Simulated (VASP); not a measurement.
Write the native input for VASP 6.6.1 that does the following.

```
Task                   : single point
Functional             : LDA
Potentials or basis    : VASP PAW LDA potentials, release 64 (Pt)
Cutoff                 : 500 eV
k mesh                 : 9 × 9 × 9
Occupations            : gaussian, width 0.1 eV
Spin                   : no spin polarisation
Dipole correction      : no
Further INCAR settings : ALGO = Normal; EDIFF = 1e-06; NBANDS = 11
```

The structure of Pt lies in POSCAR:

```
Pt
1.0
    0.0000000000      1.9459226234      1.9459226234
    1.9459226234      0.0000000000      1.9459226234
    1.9459226234      1.9459226234      0.0000000000
Pt
1
Direct
    0.0000000000      0.0000000000      0.0000000000
```

One way to write it, as run:

INCAR

```
ALGO = Normal
EDIFF = 1E-6
ENCUT = 500
GGA_COMPAT = F
ISIF = 2
ISMEAR = 0
LASPH = T
LCHARG = T
LELF = T
LREAL = F
LVHAR = T
LWAVE = F
NBANDS = 11
NELM = 120
PREC = Accurate
SIGMA = 0.1
```

KPOINTS

```
k-points
0
Gamma
  9 9 9
```

Potentials or basis: VASP PAW LDA potentials, release 64 (Pt).

Command:

```console
$ cat potpaw_LDA.64/Pt/POTCAR > POTCAR
$ mpirun -np 1 vasp_std > vasp.out
```

Results of the run:

```
Pressure               : 0.8 GPa
Band gap on the k mesh : zero (band 5 reaches 11.97 eV, above the bottom of band 6 at 9.82 eV)
```

Caveat: spin-orbit coupling is left out, which moves the levels of the heavy elements.

It took 8.1 s on 1 thread of Intel Xeon 8259CL, with other jobs on the host, peak memory 0.12 GiB.
